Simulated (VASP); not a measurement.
A run of VASP 6.6.1:

Contents of INCAR:

```
PREC = Accurate
ENCUT = 600
EDIFF = 1E-7
ISMEAR = -1
SIGMA = 0.05
LREAL = False
LASPH = True
NELM = 80
ALGO = Normal
ISIF = 3
LWAVE = False
LCHARG = False
GGA = RP
IVDW = 12
IBRION = 2
NSW = 60
EDIFFG = -0.01
```

The input KPOINTS:

```
Automatic mesh
0
Gamma
  8 8 8
```

The input POSCAR:

```
Sb
1.0
    2.1542000000      1.2437279499      3.7580000000
   -2.1542000000      1.2437279499      3.7580000000
    0.0000000000     -2.4874558998      3.7580000000
Sb
2
Direct
    0.7665100000      0.7665100000      0.7665100000
    0.2334900000      0.2334900000      0.2334900000
```

Potentials or basis: VASP PAW PBE potentials, release 64 (Sb).

Run with:

```sh
$ cat potpaw_PBE.64/Sb/POTCAR > POTCAR
$ mpirun -np 1 vasp_std > vasp.out
```

Hardware: 1 thread of AMD EPYC 7R43 64-Core Processor (Zen 3) (shared host).

**Question.** How long does it take, and how much memory?

**Answer.** It took 14 min on 1 thread of AMD EPYC 7R43 64-Core Processor (Zen 3), on a shared host, peak memory 0.2 GiB. Counts: scf iterations 171, k points 65, ion steps 24.
